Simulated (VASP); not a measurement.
Here is a VASP 6.6.1 calculation.

The input INCAR:

```
SYSTEM = NaCl
ALGO = Normal ; EDIFF = 1E-6
ENCUT = 500 ; GGA = PE
GGA_COMPAT = .False. ; ISIF = 2
ISMEAR = -1 ; LASPH = .True.
LCHARG = .False. ; LREAL = .False.
LWAVE = .False. ; NBANDS = 14
NELM = 120 ; PREC = Accurate
SIGMA = 0.02
```

Contents of KPOINTS:

```
k-points
0
Gamma
  8 8 8
  0 0 0
```

File POSCAR:

```
NaCl
1.0
    2.8028000000      0.0000000000      0.0000000000
    0.0000000000      2.8028000000      0.0000000000
    0.0000000000      0.0000000000      2.8600000000
Na Cl
1 1
Direct
    0.0000000000      0.0000000000      0.0000000000
    0.5000000000      0.5000000000      0.5000000000
```

Potentials or basis: VASP PAW PBE potentials, release 64 (Na_pv, Cl).

The run is started by

```sh
$ cat potpaw_PBE.64/Na_pv/POTCAR potpaw_PBE.64/Cl/POTCAR > POTCAR
$ mpirun -np 1 vasp_std > vasp.out
```

Question: Predict the band gap on the k mesh.

Answer: 4.15 eV.

Question: What does it give for the pressure?

Answer: 76.2 GPa.

Stress tensor (GPa, compression positive):
```
78.05  0.00  0.00
 0.00 78.05  0.00
 0.00  0.00 72.48
```

Caveat: the cell differs from its parent crystal (equal xx and yy strain of -2 %); the stress differs along the axes, from 72 to 78 GPa. A k mesh can miss the band edges.
